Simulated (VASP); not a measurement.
# Pd (P6_3/mmc) in VASP: settings compared

The runs below take Pd through vibrations by perturbation theory, elastic constants, with PBEsol, PBE, LDA.

Everything below comes from runs of VASP 6.6.1. Logs are shortened: lines on timing, memory, paths and dates and some standing lists are left out, and cuts for length are marked.

## 1. The cell of the first run

The structure is hexagonal, space group P6_3/mmc (No. 194). The conventional cell has a = 2.784 Å, b = 2.784 Å, c = 4.629 Å, α = 90.00°, β = 90.00°, γ = 120.00°. Within 3.7 Å of Pd (site symmetry -6m2) lie 12 Pd at 2.78 to 2.82 Å.

This isn't the form of Pd at room conditions, which is fcc.

## 2. Vibrations by perturbation theory, PBEsol

The input, INCAR:

```
PREC     = Accurate       # precision mode
ENCUT    = 520            # plane-wave cutoff, eV
EDIFF    = 1E-8           # SCF threshold, eV
ISMEAR   = -1             # smearing method
SIGMA    = 0.05           # smearing width, eV
LREAL    = F              # projectors in reciprocal space
LASPH    = T              # aspherical terms in the spheres
NELM     = 100            # most SCF steps
ALGO     = Normal         # electronic algorithm
ISIF     = 2              # what is computed and relaxed
LWAVE    = F              # write WAVECAR
LCHARG   = F              # write CHGCAR
GGA      = PS             # functional
NBANDS   = 17             # bands
IBRION   = 8              # ionic algorithm
NSW      = 1              # ionic steps
```

The input, KPOINTS:

```
Automatic mesh
0
Gamma
  8 8 5
```

The input, POSCAR:

```
Pd
1.0
    2.7836650458      0.0000000000      0.0000000000
   -1.3918325229      2.4107246453      0.0000000000
    0.0000000000      0.0000000000      4.6288930000
Pd
2
Direct
    0.3333333333      0.6666666667      0.2500000000
    0.6666666667      0.3333333333      0.7500000000
```

Potentials or basis: VASP PAW PBE potentials, release 64 (Pd).

The run is started by

```
$ cat potpaw_PBE.64/Pd/POTCAR > POTCAR
$ mpirun -np 1 vasp_std > vasp.out
```

OUTCAR:

```text
PREC = Accurate
   ENCUT = 520
   EDIFF = 1E-8
   ISMEAR = -1
   LREAL = F
   LASPH = T
   NELM = 100
   ISIF = 2
   GGA = PS
   IBRION = 8
   NSW = 1

 ion  position               nearest neighbor table
   1  0.333  0.667  0.250-   2 2.82   2 2.82   2 2.82   2 2.82   2 2.82   2 2.82
   2  0.667  0.333  0.750-   1 2.82   1 2.82   1 2.82   1 2.82   1 2.82   1 2.82

  LATTYP: Found a hexagonal cell.
 ALAT       =     2.7836650458
 C/A-ratio  =     1.6628771507

  Lattice vectors:

 A1 = (   2.7836650458,   0.0000000000,   0.0000000000)
 A2 = (  -1.3918325229,   2.4107246453,   0.0000000000)
 A3 = (   0.0000000000,   0.0000000000,   4.6288930000)

Analysis of symmetry for initial positions (statically):
=====================================================================
 Subroutine PRICEL returns:
 Original cell was already a primitive cell.

 Routine SETGRP: Setting up the symmetry group for a
 hexagonal supercell.

 Subroutine GETGRP returns: Found 24 space group operations
 (whereof 12 operations were pure point group operations)
 out of a pool of 24 trial point group operations.

The static configuration has the point symmetry D_3d.
 The point group associated with its full space group is D_6h.

Analysis of symmetry for dynamics (positions and initial velocities):
=====================================================================
 Subroutine PRICEL returns:
 Original cell was already a primitive cell.

 Routine SETGRP: Setting up the symmetry group for a
 hexagonal supercell.

 Subroutine GETGRP returns: Found 24 space group operations
 (whereof 12 operations were pure point group operations)
 out of a pool of 24 trial point group operations.

The dynamic configuration has the point symmetry D_3d.
 The point group associated with its full space group is D_6h.

 Subroutine INISYM returns: Found 24 space group operations
 (whereof 12 operations are pure point group operations),
 and found     1 'primitive' translations

[... 648 lines left out ...]
     2.783665046  0.000000000  0.000000000     0.359238624  0.207406516  0.000000000
    -1.391832523  2.410724645  0.000000000     0.000000000  0.414813032  0.000000000
     0.000000000  0.000000000  4.628893000     0.000000000  0.000000000  0.216034374

 POSITION                                       TOTAL-FORCE (eV/Angst)
 -----------------------------------------------------------------------------------
     -0.00000      1.60715      1.15722        -0.000000      0.000000      0.000000
      1.39183      0.80357      3.47167         0.000000     -0.000000      0.000000
 -----------------------------------------------------------------------------------
    total drift:                               -0.000000      0.000000     -0.000000

  FREE ENERGIE OF THE ION-ELECTRON SYSTEM (eV)
  ---------------------------------------------------
  free  energy   TOTEN  =       -11.7893028328 eV

  energy  without entropy=      -11.7514063965  energy(sigma->0) =      -11.77035461

[... ionic steps 2 to 3 ...]

--------------------------------------- Ionic step        4  -------------------------------------------

------------------------ aborting loop because EDIFF is reached ----------------------------------------

[... ionic steps 5 to 5 ...]

--------------------------------------- Ionic step        6  -------------------------------------------

 Free energy of the ion-electron system (eV)
  ---------------------------------------------------
  ---------------------------------------------------
  free energy    TOTEN  =        -0.27508714 eV

  energy without entropy =       -0.27508714

------------------------ aborting loop because EDIFF is reached ----------------------------------------

 INTERNAL STRAIN TENSOR  FOR ION    1  DIRECTION 3   (eV/Angst):
 -----------------------------------------------------------------------------
    -0.00105  0.00000  0.00000
     0.00000 -0.00105 -0.00000
     0.00000  0.00000  0.00821

 INTERNAL STRAIN TENSOR FOR ION    2 for displacements in x,y,z  (eV/Angst):
          X           Y           Z          XY          YZ          ZX
  --------------------------------------------------------------------------------
  x    -0.00000    -0.00000     0.00000     1.54851     0.00000     0.00000
  y     1.54851    -1.54851    -0.00000     0.00000     0.00000     0.00000
  z    -0.00000    -0.00000    -0.00000     0.00000    -0.00000     0.00000

 SECOND DERIVATIVES (NOT SYMMETRIZED)
 ------------------------------------
               1X          1Y          1Z          2X          2Y          2Z
  1X    -0.921185    0.000000    0.000000    0.921185    0.000000    0.000000
  1Y     0.000000   -0.921185    0.000000    0.000000    0.921185    0.000000
  1Z    -0.000000    0.000000   -7.483364    0.000000    0.000000    7.483364
  2X     0.921185    0.000000    0.000000   -0.921185    0.000000    0.000000
  2Y     0.000000    0.921185    0.000000    0.000000   -0.921185    0.000000
  2Z     0.000000    0.000000    7.483364   -0.000000    0.000000   -7.483364

 Eigenvectors and eigenvalues of the dynamical matrix
 ----------------------------------------------------

   1 f  =    5.862766 THz    36.836842 2PiTHz  195.560808 cm-1    24.246439 meV
             X         Y         Z           dx          dy          dz
     -0.000000  1.607150  1.157223    -0.000000    0.000000   -0.707107
      1.391833  0.803575  3.471670     0.000000    0.000000    0.707107
[... 16 lines left out ...]
   5 f  =    0.000000 THz     0.000000 2PiTHz    0.000000 cm-1     0.000000 meV
             X         Y         Z           dx          dy          dz
     -0.000000  1.607150  1.157223     0.000000    0.000000    0.707107
      1.391833  0.803575  3.471670    -0.000000    0.000000    0.707107

   6 f/i=    0.000000 THz     0.000000 2PiTHz    0.000000 cm-1     0.000000 meV
             X         Y         Z           dx          dy          dz
     -0.000000  1.607150  1.157223     0.673887   -0.214186    0.000000
      1.391833  0.803575  3.471670     0.673887   -0.214186    0.000000

--------------------------------------------------------------------------------------------------------

 ELASTIC MODULI CONTR FROM IONIC RELAXATION (kBar)
 Direction    XX          YY          ZZ          XY          YZ          ZX
 --------------------------------------------------------------------------------
 XX        -134.2618    134.2618      0.0000      0.0000     -0.0000      0.0000
 YY         134.2618   -134.2618     -0.0000      0.0000     -0.0000      0.0000
 ZZ           0.0000     -0.0000     -0.0000     -0.0000     -0.0000      0.0000
 XY           0.0000      0.0000     -0.0000   -134.2618     -0.0000      0.0000
 YZ          -0.0000     -0.0000     -0.0000     -0.0000     -0.0000      0.0000
 ZX           0.0000      0.0000      0.0000      0.0000      0.0000      0.0000
 --------------------------------------------------------------------------------
```

stdout:

```text
POSCAR found type information on POSCAR Pd
 POSCAR found :  1 types and       2 ions
 scaLAPACK will be used
 -----------------------------------------------------------------------------
|                                                                             |
|                                                                             |
|     You enforced a specific xc type in the INCAR file but a different       |
|     I HOPE YOU KNOW WHAT YOU ARE DOING!                                     |
|                                                                             |
 -----------------------------------------------------------------------------

 LDA part: xc-table for (Slater+PW92), standard interpolation
 POSCAR, INCAR and KPOINTS ok, starting setup
 FFT: planning ... GRIDC
 FFT: planning ... GRID_SOFT
 FFT: planning ... GRID
 WAVECAR not read
 entering main loop
 Linear response reoptimize wavefunctions to high precision
 Linear response DOF=           2
 Linear response progress:
 first order change of Fermi-energy   0.30144E-04
 force on displaced ion       1 direction 1 :  -0.921   0.002   0.000
 Linear response progress:
 first order change of Fermi-energy   0.21786E-03
 force on displaced ion       1 direction 3 :  -0.000   0.000  -7.483
 Linear response finished
```

Run time: 2.8 min. Hardware: 1 thread of Intel Xeon 8259CL, shared host; peak memory 0.24 GiB.

What came out:

- Highest phonon frequency at Γ: 196 cm⁻¹

Phonon frequencies in cm⁻¹ (negative: imaginary):
```tsv
q point	frequencies
(0.000, 0.000, 0.000)	0 0 0 69 69 196
```

Caveat: the cell stands under pressure or tension, which shifts response properties; the PAW data sets were made with another functional, which shifts forces and pressure a little.

## 3. Elastic constants, PBE

The input, INCAR:

```
ALGO = Normal ; EDIFF = 1E-8
ENCUT = 600 ; GGA = PE
IBRION = 6 ; ISIF = 3
ISMEAR = -1 ; LASPH = T
LCHARG = F ; LREAL = F
LWAVE = F ; NBANDS = 17
NELM = 80 ; NFREE = 2
NSW = 1 ; POTIM = 0.015
PREC = Accurate ; SIGMA = 0.05
```

The input, KPOINTS:

```
k-points
0
Gamma
  8 8 5
```

POSCAR is that of step 2.

Potentials or basis: VASP PAW PBE potentials, release 64 (Pd).

The run is started by

```
$ cat potpaw_PBE.64/Pd/POTCAR > POTCAR
$ mpirun -np 1 vasp_std > vasp.out
```

OUTCAR:

```text
EDIFF = 1E-8
   ENCUT = 600
   GGA = PE
   IBRION = 6
   ISIF = 3
   ISMEAR = -1
   LASPH = T
   LREAL = F
   NELM = 80
   NFREE = 2
   NSW = 1
   POTIM = 0.015
   PREC = Accurate

 ion  position               nearest neighbor table
   1  0.333  0.667  0.250-   2 2.82   2 2.82   2 2.82   2 2.82   2 2.82   2 2.82
   2  0.667  0.333  0.750-   1 2.82   1 2.82   1 2.82   1 2.82   1 2.82   1 2.82

  LATTYP: Found a hexagonal cell.
 ALAT       =     2.7836650458
 C/A-ratio  =     1.6628771507

  Lattice vectors:

 A1 = (   2.7836650458,   0.0000000000,   0.0000000000)
 A2 = (  -1.3918325229,   2.4107246453,   0.0000000000)
 A3 = (   0.0000000000,   0.0000000000,   4.6288930000)

[... 908 lines left out ...]
  z     0.00000    -0.00000    -0.00000     0.00000     0.00000     0.00000

 INTERNAL STRAIN TENSOR FOR ION    2 for displacements in x,y,z  (eV/Angst):
          X           Y           Z          XY          YZ          ZX
  --------------------------------------------------------------------------------
  x     0.00000    -0.00000     0.00000     1.82710     0.00000     0.00000
  y     1.82710    -1.82710     0.00000    -0.00000     0.00000     0.00000
  z     0.00000     0.00000     0.00000     0.00000     0.00000     0.00000

 Eigenvectors and eigenvalues of the dynamical matrix
 ----------------------------------------------------

   1 f  =    6.187816 THz    38.879194 2PiTHz  206.403319 cm-1    25.590739 meV
             X         Y         Z           dx          dy          dz
     -0.000000  1.607150  1.157223     0.000000    0.000000   -0.707107
      1.391833  0.803575  3.471670     0.000000    0.000000    0.707107
[... 16 lines left out ...]
   5 f  =    0.000000 THz     0.000000 2PiTHz    0.000000 cm-1     0.000000 meV
             X         Y         Z           dx          dy          dz
     -0.000000  1.607150  1.157223     0.000000   -0.000000    0.707107
      1.391833  0.803575  3.471670     0.000000    0.000000    0.707107

   6 f/i=    0.000000 THz     0.000000 2PiTHz    0.000000 cm-1     0.000000 meV
             X         Y         Z           dx          dy          dz
     -0.000000  1.607150  1.157223    -0.000000   -0.707107    0.000000
      1.391833  0.803575  3.471670     0.000000   -0.707107    0.000000

--------------------------------------------------------------------------------------------------------

 ELASTIC MODULI CONTR FROM IONIC RELAXATION (kBar)
 Direction    XX          YY          ZZ          XY          YZ          ZX
 --------------------------------------------------------------------------------
 XX        -169.9696    169.9696     -0.0000      0.0000      0.0000      0.0000
 YY         169.9696   -169.9696      0.0000     -0.0000      0.0000      0.0000
 ZZ          -0.0000      0.0000     -0.0000      0.0000      0.0000      0.0000
 XY           0.0000     -0.0000      0.0000   -169.9696      0.0000      0.0000
 YZ           0.0000      0.0000      0.0000      0.0000      0.0000      0.0000
 ZX           0.0000      0.0000      0.0000      0.0000      0.0000      0.0000
 --------------------------------------------------------------------------------

 TOTAL ELASTIC MODULI (kBar)
 Direction    XX          YY          ZZ          XY          YZ          ZX
 --------------------------------------------------------------------------------
 XX        2122.8017   1472.9171   1172.3470      0.0000      0.0000      0.0000
 YY        1472.9171   2122.8017   1172.3470     -0.0000     -0.0000      0.0000
 ZZ        1172.3470   1172.3470   2392.2775      0.0000      0.0000      0.0000
 XY           0.0000     -0.0000      0.0000    324.9423      0.0000     -0.0000
 YZ           0.0000      0.0000      0.0000      0.0000    323.8660      0.0000
 ZX          -0.0000      0.0000      0.0000      0.0000      0.0000    323.8660
 --------------------------------------------------------------------------------
```

OSZICAR:

```text
N       E                     dE             d eps       ncg     rms          rms(c)
DAV:   1     0.119985726557E+03    0.11999E+03   -0.11458E+04  1020   0.130E+03
DAV:   2    -0.890683016118E+01   -0.12889E+03   -0.12140E+03  1060   0.268E+02
DAV:   3    -0.108782854702E+02   -0.19715E+01   -0.19509E+01  1260   0.367E+01
[... 194 lines left out ...]
DAV:   4    -0.103760720622E+02    0.10577E-03   -0.43798E-04  1489   0.125E-01    0.186E-02
DAV:   5    -0.103760645306E+02    0.75316E-05   -0.16743E-05  1478   0.295E-02    0.785E-03
DAV:   6    -0.103760632759E+02    0.12547E-05   -0.42000E-06  1561   0.117E-02    0.155E-03
DAV:   7    -0.103760632138E+02    0.62149E-07   -0.21441E-07  1602   0.273E-03    0.360E-04
DAV:   8    -0.103760632094E+02    0.43408E-08   -0.59358E-09   958   0.546E-04
  17 F= -.10376063E+02 E0= -.10357657E+02  d E =-.368119E-01
```

stdout:

```text
POSCAR found type information on POSCAR Pd
 POSCAR found :  1 types and       2 ions
 scaLAPACK will be used
 LDA part: xc-table for (Slater+PW92), standard interpolation
 POSCAR, INCAR and KPOINTS ok, starting setup
 FFT: planning ... GRIDC
 FFT: planning ... GRID_SOFT
 FFT: planning ... GRID
 WAVECAR not read
 entering main loop
 Found     2 degrees of freedom:
 Adding 6 more for cell shape distortion
 Finite differences POTIM= 0.01500 DOF=   8
 bond charge predicted
 Finite differences progress:
 bond charge predicted
 Finite differences progress:
 bond charge predicted
 Finite differences progress:
 bond charge predicted
 Finite differences progress:
 bond charge predicted
 Finite differences progress:
 bond charge predicted
 Finite differences progress:
 bond charge predicted
 Finite differences progress:
 bond charge predicted
 Finite differences progress:
 bond charge predicted
 Finite differences progress:
 bond charge predicted
 Finite differences progress:
 bond charge predicted
 Finite differences progress:
 bond charge predicted
 Finite differences progress:
 bond charge predicted
 Finite differences progress:
 bond charge predicted
 Finite differences progress:
 bond charge predicted
 Finite differences progress:
 bond charge predicted
 Finite differences progress:
```

Run time: 10 min. Hardware: 1 thread of Intel Xeon 8259CL, shared host; peak memory 0.25 GiB.

Results:

* Voigt bulk modulus: 159 GPa
* Highest phonon frequency at Γ: 206 cm⁻¹

Phonon frequencies in cm⁻¹ (negative: imaginary):
```csv
q point,frequencies
"(0.000, 0.000, 0.000)",0 0 0 72 72 206
```

Elastic tensor in Voigt notation (GPa, in the Cartesian axes of the cell as first typed):
```
212 147 117   0   0   0
147 212 117   0   0   0
117 117 239   0   0   0
  0   0   0  32   0   0
  0   0   0   0  32   0
  0   0   0   0   0  32
```

Clamped-ion elastic tensor (GPa):
```
229 130 117   0   0   0
130 229 117   0   0   0
117 117 239   0   0   0
  0   0   0  32   0   0
  0   0   0   0  32   0
  0   0   0   0   0  49
```

Caveat: the cell is under stress, which shifts elastic constants.

(Part 1 of 2 ends here.)
